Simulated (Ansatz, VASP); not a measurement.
## ZnSb2C: VASP beside Ansatz

```
Zn Sb C
1.0
     3.80770    0.00000    0.00000
     0.00000    3.80770    0.00000
     0.00000    0.00000   11.33178
Zn Sb C
2 4 2
Direct
  0.50000 0.00000 0.85573
  0.00000 0.50000 0.14427
  0.50000 0.50000 0.00000
  0.00000 0.00000 0.29522
  0.50000 0.50000 0.50000
  0.00000 0.00000 0.70478
  0.50000 0.00000 0.40118
  0.00000 0.50000 0.59882
```

Alike in both runs: task single point; functional r2SCAN; k mesh 6 × 6 × 2; occupations fermi-dirac, width 0.02 eV; no spin polarisation.

|  | VASP | Ansatz |
| --- | --- | --- |
| version | VASP 6.6.1 | Ansatz 0.2.0 |
| potentials or method | VASP PAW PBE potentials, release 64 (Zn, Sb, C) | plane waves, PAW |
| plane-wave cutoff (eV) | 520 | 500 |
| valence electrons in the cell | 52 | 92 |

Ansatz gave:

- pressure (GPa): 5.2
- rms of the force components (eV/Å): 0.059

Question: Which values does VASP return?

Answer: Pressure (GPa): 5.5; rms of the force components (eV/Å): 0.066.

VASP's potentials were made for PBE, not for r2SCAN. VASP's potentials hold 52 valence electrons a cell and Ansatz's 92, so a difference there can come from the potentials and not from the codes.

Neither program's run includes spin-orbit coupling.
